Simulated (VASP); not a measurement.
# InAs (P6/mmm) in VASP: further runs

Runs on InAs. Level: PBE. Tasks: single point, relaxation of cell and atoms.

Program: VASP 6.6.1. These are calculated values, not measurements. Logs are shortened: lines on timing, memory, paths and dates and some standing lists are left out, and cuts for length are marked.

## Step 1: The cell of the first run

Symmetry: P6/mmm, No. 191, hexagonal system. The conventional cell has a = 3.120 Å, b = 3.120 Å, c = 5.539 Å, α = 90.00°, β = 90.00°, γ = 120.00°. Within 3.7 Å of In (site symmetry 6/mmm) lie 2 As at 2.77 Å and 6 In at 3.12 Å. Within 3.7 Å of As (site symmetry 6/mmm) lie 2 In at 2.77 Å and 6 As at 3.12 Å.

## Step 2: Single point, PBE

INCAR reads:

```
SYSTEM = InAs
  PREC = Accurate
  ENCUT = 520
  EDIFF = 1E-6
  ISMEAR = 0
  SIGMA = 0.1
  LREAL = .FALSE.
  LASPH = .TRUE.
  NELM = 60
  ALGO = Normal
  ISIF = 2
  LWAVE = .FALSE.
  LCHARG = .FALSE.
  GGA = PE
  NBANDS = 16
```

KPOINTS reads:

```
Automatic mesh
0
G
  6 6 4
  0 0 0
```

POSCAR reads:

```
InAs
1.0
    3.1204530052      0.0000000000      0.0000000000
   -1.5602265026      2.7023915739      0.0000000000
    0.0000000000      0.0000000000      5.5392656903
In As
1 1
Direct
    0.0000000000      0.0000000000      0.0000000000
    0.0000000000      0.0000000000      0.5000000000
```

Potentials or basis: VASP PAW PBE potentials, release 64 (In_d, As).

Started as:

```bash
$ cat potpaw_PBE.64/In_d/POTCAR potpaw_PBE.64/As/POTCAR > POTCAR
$ mpirun -np 1 vasp_std > vasp.out
```

OUTCAR:

```text
SYSTEM = InAs
   PREC = Accurate
   ENCUT = 520
   EDIFF = 1E-6
   ISMEAR = 0
   LREAL = .FALSE.
   LASPH = .TRUE.
   NELM = 60
   ISIF = 2
   GGA = PE

 ion  position               nearest neighbor table
   1  0.000  0.000  0.000-   2 2.77   2 2.77
   2  0.000  0.000  0.500-   1 2.77   1 2.77

  LATTYP: Found a hexagonal cell.
 ALAT       =     3.1204530052
 C/A-ratio  =     1.7751479292

  Lattice vectors:

 A1 = (   3.1204530052,   0.0000000000,   0.0000000000)
 A2 = (  -1.5602265026,   2.7023915739,   0.0000000000)
 A3 = (   0.0000000000,   0.0000000000,   5.5392656903)

Analysis of symmetry for initial positions (statically):
=====================================================================
 Subroutine PRICEL returns:
 Original cell was already a primitive cell.

 Routine SETGRP: Setting up the symmetry group for a
 hexagonal supercell.

 Subroutine GETGRP returns: Found 24 space group operations
 (whereof 24 operations were pure point group operations)
 out of a pool of 24 trial point group operations.

The static configuration has the point symmetry D_6h.

Analysis of symmetry for dynamics (positions and initial velocities):
=====================================================================
 Subroutine PRICEL returns:
 Original cell was already a primitive cell.

 Routine SETGRP: Setting up the symmetry group for a
 hexagonal supercell.

 Subroutine GETGRP returns: Found 24 space group operations
 (whereof 24 operations were pure point group operations)
 out of a pool of 24 trial point group operations.

The dynamic configuration has the point symmetry D_6h.

 Subroutine INISYM returns: Found 24 space group operations
 (whereof 24 operations are pure point group operations),
 and found     1 'primitive' translations

----------------------------------------------------------------------------------------

                                     Primitive cell

  volume of cell :      46.7109

  direct lattice vectors                    reciprocal lattice vectors
     3.120453005  0.000000000  0.000000000     0.320466291  0.185021299  0.000000000
    -1.560226503  2.702391574  0.000000000     0.000000000  0.370042598  0.000000000
     0.000000000  0.000000000  5.539265690     0.000000000  0.000000000  0.180529344

  length of vectors
     3.120453005  3.120453005  5.539265690     0.370042598  0.370042598  0.180529344

  position of ions in fractional coordinates (direct lattice)
     0.000000000  0.000000000  0.000000000
     0.000000000  0.000000000  0.500000000

  ion indices of the primitive-cell ions
   primitive index   ion index
                 1           1
                 2           2

----------------------------------------------------------------------------------------

 KPOINTS: Automatic mesh

Automatic generation of k-mesh.
 Grid dimensions read from file:
 generate k-points for:    6    6    4

 Generating k-lattice:

  Cartesian coordinates                     Fractional coordinates (reciprocal lattice)
     0.053411048  0.030836883  0.000000000     0.166666667  0.000000000  0.000000000
     0.000000000  0.061673766  0.000000000     0.000000000  0.166666667  0.000000000
     0.000000000  0.000000000  0.045132336     0.000000000  0.000000000  0.250000000

  Length of vectors
     0.061673766  0.061673766  0.045132336

  Shift w.r.t. Gamma in fractional coordinates (k-lattice)
     0.000000000  0.000000000  0.000000000

 Subroutine IBZKPT returns following result:
 ===========================================

 Found     21 irreducible k-points:

 Following reciprocal coordinates:
            Coordinates               Weight
  0.000000  0.000000  0.000000      1.000000
  0.166667  0.000000  0.000000      6.000000
  0.333333 -0.000000  0.000000      6.000000
  0.500000 -0.000000  0.000000      3.000000
  0.166667  0.166667  0.000000      6.000000
  0.333333  0.166667  0.000000     12.000000
[... 13 lines left out ...]
  0.333333  0.166667  0.500000     12.000000
  0.333333  0.333333  0.500000      2.000000
   k-points           NKPTS =     21   k-points in BZ     NKDIM =     21   number of bands    NBANDS=     16
   number of dos      NEDOS =    301   number of ions     NIONS =      2
   total plane-waves  NPLWV =  24192
   dimension x,y,z NGX =    24 NGY =   24 NGZ =   42
   dimension x,y,z NGXF=    48 NGYF=   48 NGZF=   84
   ions per type =               1   1
   NGX,Y,Z   is equivalent  to a cutoff of  12.79, 12.79, 12.61 a.u.
   NGXF,Y,Z  is equivalent  to a cutoff of  25.57, 25.57, 25.21 a.u.
 SYSTEM =  InAs
   PREC   = accura    normal or accurate (medium, high low for compatibility)
   ISTART =      0    job   : 0-new  1-cont  2-samecut
   ICHARG =      2    charge: 1-file 2-atom 10-const
   ISPIN  =      1    spin polarized calculation?
   LNONCOLLINEAR =      F non collinear calculations
   LSORBIT =      F    spin-orbit coupling
   LASPH  =      T    aspherical Exc in radial PAW
   ENCUT  =  520.0 eV  38.22 Ry    6.18 a.u.   5.80  5.80 10.30*2*pi/ulx,y,z
   NELM   =     60;   NELMIN=  2; NELMDL= -5     # of ELM steps
   EDIFF  = 0.1E-05   stopping-criterion for ELM
   LREAL  =      F    real-space projection
   EDIFFG = 0.1E-04   stopping-criterion for IOM
   NSW    =      0    number of steps for IOM
   IBRION =     -1    ionic relax: 0-MD 1-quasi-New 2-CG
   NFREE  =      0    steps in history (QN), initial steepest desc. (CG)
   ISIF   =      2    stress and relaxation
   ISYM   =      2    0-nonsym 1-usesym 2-fastsym
   POTIM  = 0.5000    time-step for ionic-motion
   TEBEG  =    0.0;   TEEND  =   0.0 temperature during run
   PSTRESS=    0.0 pullay stress
   NELECT =      18.0000    total number of electrons
   NUPDOWN=      -1.0000    fix difference up-down
   EMIN   =  10.00;   EMAX   =-10.00  energy-range for DOS
   EFERMI =   0.00;   METHOD = LEGACY
   ISMEAR =     0;   SIGMA  =   0.10  broadening in eV -4-tet -1-fermi 0-gaus
   EFERMI_NEDOS =   21; number of points for ismear=-14 and -15
   IALGO  =     38    algorithm
   IMIX   =      4    mixing-type and parameters
     AMIX     =   0.40;   BMIX     =  1.00
     AMIX_MAG =   1.60;   BMIX_MAG =  1.00
  volume/ion in A,a.u.               =      23.36       157.61
  Fermi-wavevector in a.u.,A,eV,Ry     =   1.191314  2.251257 19.309788  1.419229
  Thomas-Fermi vector in A             =   2.327379
   LORBIT       =      0    0 simple, 1 ext, 2 COOP (PROOUT), +10 PAW based schemes
   GGA     = PE    functional components
   LHFCALC =     F    Hartree Fock is set to
   AEXX    =    0.0000 exact exchange contribution
   IVDW    =     0    specifies the selected vdW correction
   LEPSILON=     F    determine dielectric tensor
   LRPA    =     F    only Hartree local field effects (RPA)
 non-spin polarized calculation
 Gauss-broadening in eV      SIGMA  =   0.10
  energy-cutoff  :      520.00
  volume of cell :       46.71
 maximum number of plane-waves:      1287
 NGX is ok and might be reduce to    24
   NGX = 11   NGY = 11   NGZ = 21

 number of electron      18.0000013 magnetization

 Free energy of the ion-electron system (eV)
  ---------------------------------------------------
  ext. energy  EPLUGINS =         0.00000000
  ---------------------------------------------------
  free energy    TOTEN  =        -6.79793859 eV

  energy without entropy =       -6.79194640  energy(sigma->0) =       -6.79494249

 E-fermi :   6.3616     XC(G=0): -10.2757

 val. band max:        6.2395973340   @ k =   0.3333   0.1667   0.2500
 cond. band min:       6.3839204005   @ k =   0.0000   0.0000   0.5000
 fundamental gap:      0.1443230665
 Fermi energy:         6.3616031507

 k-point     1 :       0.0000    0.0000    0.0000
  band No.  band energies     occupation
      1      -8.5912      2.00000
      2      -8.3550      2.00000
      3      -8.3550      2.00000
      4      -8.0327      2.00000
      5      -8.0327      2.00000
      6      -6.1617      2.00000
[... 8 lines left out ...]
     15      18.5622      0.00000
     16      18.9735      0.00000

 k-point     2 :       0.1667    0.0000    0.0000
  band No.  band energies     occupation
      1      -8.5201      2.00000
      2      -8.3734      2.00000
      3      -8.2400      2.00000
      4      -8.1113      2.00000
      5      -8.0489      2.00000
      6      -5.6592      2.00000
[... 8 lines left out ...]
     15      17.3719      0.00000
     16      18.4620      0.00000

 k-point     3 :       0.3333   -0.0000    0.0000
  band No.  band energies     occupation
      1      -8.5555      2.00000
      2      -8.2599      2.00000
      3      -8.2464      2.00000
      4      -8.0811      2.00000
      5      -8.0015      2.00000
      6      -4.2743      2.00000
[... 8 lines left out ...]
     15      15.8010      0.00000
     16      18.8800      0.00000

 k-point     4 :       0.5000   -0.0000    0.0000
  band No.  band energies     occupation
      1      -8.6056      2.00000
      2      -8.3304      2.00000
      3      -8.1562      2.00000
      4      -8.0971      2.00000
      5      -7.8777      2.00000
      6      -3.0856      2.00000
[... 8 lines left out ...]
     15      16.2279      0.00000
     16      18.8637      0.00000
[... 267 lines left out ...]
 k-point    19 :       0.1667    0.1667    0.5000
  band No.  band energies     occupation
      1      -8.4056      2.00000
      2      -8.3549      2.00000
      3      -8.2183      2.00000
      4      -8.0896      2.00000
      5      -8.0631      2.00000
      6      -4.5947      2.00000
[... 8 lines left out ...]
     15      17.6796      0.00000
     16      18.4307      0.00000

 k-point    20 :       0.3333    0.1667    0.5000
  band No.  band energies     occupation
      1      -8.4577      2.00000
      2      -8.2990      2.00000
      3      -8.1672      2.00000
      4      -8.1396      2.00000
      5      -7.9742      2.00000
      6      -3.2468      2.00000
[... 8 lines left out ...]
     15      16.1660      0.00000
     16      16.5984      0.00000

 k-point    21 :       0.3333    0.3333    0.5000
  band No.  band energies     occupation
      1      -8.2412      2.00000
      2      -8.2412      2.00000
      3      -8.1877      2.00000
      4      -8.1877      2.00000
      5      -8.1624      2.00000
      6      -2.6474      2.00000
[... 8 lines left out ...]
     15      15.7751      0.00000
     16      16.3293      0.00000

------------------------ aborting loop because EDIFF is reached ----------------------------------------

  FORCE on cell =-STRESS in cart. coord.  units (eV):
  Direction    XX          YY          ZZ          XY          YZ          ZX
  --------------------------------------------------------------------------------------
  -------------------------------------------------------------------------------------
  Total       -0.0221961     -0.0221961     -0.0674387      0.0000000      0.0000000      0.0000000
  in kB       -0.7613220     -0.7613220     -2.3131395      0.0000000      0.0000000      0.0000000
  external PRESSURE =      -1.2785945 kB  Pullay stress =       0.0000000 kB

 VOLUME and BASIS-vectors are now :
 -----------------------------------------------------------------------------
  energy-cutoff  :      520.00
  volume of cell :       46.71
      direct lattice vectors                 reciprocal lattice vectors
     3.120453005  0.000000000  0.000000000     0.320466291  0.185021299  0.000000000
    -1.560226503  2.702391574  0.000000000     0.000000000  0.370042598  0.000000000
     0.000000000  0.000000000  5.539265690     0.000000000  0.000000000  0.180529344

 POSITION                                       TOTAL-FORCE (eV/Angst)
 -----------------------------------------------------------------------------------
      0.00000      0.00000      0.00000         0.000000      0.000000      0.000000
      0.00000      0.00000      2.76963         0.000000      0.000000      0.000000
 -----------------------------------------------------------------------------------
    total drift:                                0.000000     -0.000000      0.000000

  FREE ENERGIE OF THE ION-ELECTRON SYSTEM (eV)
  ---------------------------------------------------
  free  energy   TOTEN  =        -6.7979385855 eV

  energy  without entropy=       -6.7919464021  energy(sigma->0) =       -6.79494249
```

Wall time 9.2 s (1 thread of Intel Xeon Platinum 8259CL at 2.50GHz (Skylake/Cascade Lake), shared host); peak memory 0.17 GiB.

What came out:

```yaml
Free_energy: -6.7979 eV
Pressure: -0.1 GPa
Band_gap_on_the_k_mesh: zero (band 9 reaches 10.78 eV, above the bottom of band 10 at 5.26 eV)
```

Stress tensor (GPa, compression positive):
```
-0.08  0.00  0.00
 0.00 -0.08  0.00
 0.00  0.00 -0.23
```

Levels at points of the mesh, in eV from the Fermi level:
```csv
k point,band 6,band 7,band 8,band 9,band 10,band 11,band 12,band 13
"(0.00, 0.00, 0.00)",-12.52,-6.98,-4.97,4.42,4.42,6.85,10.26,11.84
"(0.50, 0.00, 0.00)",-9.45,-4.81,-2.08,-1.75,-1.10,1.98,4.10,7.15
"(0.00, 0.00, 0.50)",-12.35,-8.91,0.02,0.93,4.58,4.58,10.11,11.35
"(0.50, 0.00, 0.50)",-9.52,-4.21,-4.16,-2.47,2.22,3.31,4.95,6.77
```

Caveat: the k points lie up to 0.39 Å⁻¹ apart; spin-orbit coupling is left out, which moves the levels of the heavy elements.

## Step 3: Single point, PBE

This run uses another cell than the first one, of 25.69 Å³/atom, 1.100 times its volume.

INCAR reads:

```
PREC = Accurate
ENCUT = 520
EDIFF = 1E-6
ISMEAR = 0
SIGMA = 0.1
LREAL = F
LASPH = T
NELM = 60
ALGO = Normal
ISIF = 2
LWAVE = F
LCHARG = T
GGA = PE
LELF = T
LVHAR = T
NBANDS = 16
```

KPOINTS reads:

```
regular mesh
0
Gamma
  6 6 4
```

POSCAR reads:

```
InAs
1.0
    3.7896826600      0.0000000000      0.0000000000
   -1.8948413300      3.2819614500      0.0000000000
    0.0000000000      0.0000000000      4.1307582200
In As
1 1
Direct
    0.0000000000      0.0000000000      0.0000000000
    0.0000000000      0.0000000000      0.5000000000
```

Potentials or basis: VASP PAW PBE potentials, release 64 (In_d, As).

Started as:

```bash
$ cat potpaw_PBE.64/In_d/POTCAR potpaw_PBE.64/As/POTCAR > POTCAR
$ mpirun -np 1 vasp_std > vasp.out
```

Wall time 14 s (1 thread of Intel Xeon Platinum 8259CL at 2.50GHz (Skylake/Cascade Lake), shared host); peak memory 0.16 GiB.

The run converged. Its results:

```yaml
Free_energy: -2.3360 eV
Pressure: 38.1 GPa
Band_gap_on_the_k_mesh: zero (band 9 reaches 6.65 eV, above the bottom of band 10 at 4.67 eV)
```

Stress tensor (GPa, compression positive):
```
  2.06   0.00   0.00
  0.00   2.06   0.00
  0.00   0.00 110.16
```

Levels at points of the mesh, in eV from the Fermi level:
```tsv
k point	band 5	band 6	band 7	band 8	band 9	band 10	band 11	band 12	band 13	band 14
(0.00, 0.00, 0.00)	-15.37	-11.80	-4.42	-1.23	-0.37	-0.37	5.53	8.25	8.25	9.63
(0.50, 0.00, 0.00)	-15.27	-10.65	-4.69	-3.76	-1.40	0.99	3.40	4.72	6.84	7.69
(0.00, 0.00, 0.50)	-15.37	-12.01	-8.35	1.35	1.35	5.08	5.08	5.46	6.06	9.29
(0.50, 0.00, 0.50)	-15.27	-11.27	-6.67	-2.47	-1.43	0.44	3.26	5.70	6.55	11.29
```

Caveat: the k points lie up to 0.38 Å⁻¹ apart; spin-orbit coupling is left out, which moves the levels of the heavy elements.

(Continued in part 2 of 2.)
